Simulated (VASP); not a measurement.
A run of VASP 6.6.1 is set up as follows.

File INCAR:

```
SYSTEM = Ir
PREC = Accurate
ENCUT = 520
EDIFF = 1E-7
ISMEAR = 0
SIGMA = 0.15
LREAL = .False.
LASPH = .True.
NELM = 150
ALGO = Fast
ISIF = 2
LWAVE = .False.
LCHARG = .False.
ISPIN = 2
MAGMOM = 0.5 0.5
LORBIT = 11
NUPDOWN = 1.0
LMAXMIX = 4
GGA = PS
NBANDS = 20
```

Contents of KPOINTS:

```
Automatic mesh
0
Gamma
  21 21 12
  0 0 0
```

POSCAR

```
Ir
1.0
    2.8730332727      0.0000000000      0.0000000000
   -1.4365166364      2.4881198000      0.0000000000
    0.0000000000      0.0000000000      4.6580720957
Ir
2
Direct
    0.6666666667      0.3333333333      0.7500000000
    0.3333333333      0.6666666667      0.2500000000
```

Potentials or basis: VASP PAW PBE potentials, release 64 (Ir).

Command:

```console
$ cat potpaw_PBE.64/Ir/POTCAR > POTCAR
$ mpirun -np 1 vasp_std > vasp.out
```

Problem. What does it give for the pressure?

Solution. -39.7 GPa.

Stress tensor (GPa, compression positive):
```
-39.27   0.00   0.00
  0.00 -39.27   0.00
  0.00   0.00 -40.46
```

Caveat: the cell stands under tension; the PAW data sets were made with another functional, which shifts forces and pressure a little; the total moment is fixed, so each spin has its own Fermi level.
